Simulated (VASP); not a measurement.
Here is a VASP 6.6.1 calculation.

Contents of INCAR:

```
SYSTEM = SiSeF2
ALGO = Normal
EDIFF = 1E-6
ENCUT = 520
GGA = PE
ISIF = 2
ISMEAR = 0
ISPIN = 2
LASPH = .TRUE.
LCHARG = .FALSE.
LORBIT = 11
LREAL = .FALSE.
LWAVE = .FALSE.
MAGMOM = 0 0 1 1
NBANDS = 24
NELM = 150
PREC = Accurate
SIGMA = 0.1
```

KPOINTS

```
k-points
0
G
  6 6 4
  0 0 0
```

File POSCAR:

```
SiSeF2
1.0
    3.3220019300      0.0000000000      0.0000000000
    0.0000000000      3.3220019300      0.0000000000
    0.0000000000      0.0000000000      4.0847995600
Si Se F
1 1 2
Direct
    0.5000000000      0.5000000000      0.5000000000
    0.0000000000      0.0000000000      0.0000000000
    0.0000000000      0.5000000000      0.0000000000
    0.5000000000      0.0000000000      0.0000000000
```

Potentials or basis: VASP PAW PBE potentials, release 64 (Si, Se, F).

Run with:

```console
$ cat potpaw_PBE.64/Si/POTCAR potpaw_PBE.64/Se/POTCAR potpaw_PBE.64/F/POTCAR > POTCAR
$ mpirun -np 1 vasp_std > vasp.out
```

Question: Predict the net moment.

Answer: 0.55 μB per cell.

Question: Predict the pressure.

Answer: 119.2 GPa.

Question: What does it give for the site moments?

Answer: Si +0.19; Se +0.01; F +0.02 μB.

Stress tensor (GPa, compression positive):
```
153.05   0.00   0.00
  0.00 153.05   0.00
  0.00   0.00  51.58
```

Caveat: the k points lie up to 0.38 Å⁻¹ apart; a moment this small can come from the mesh or the smearing.
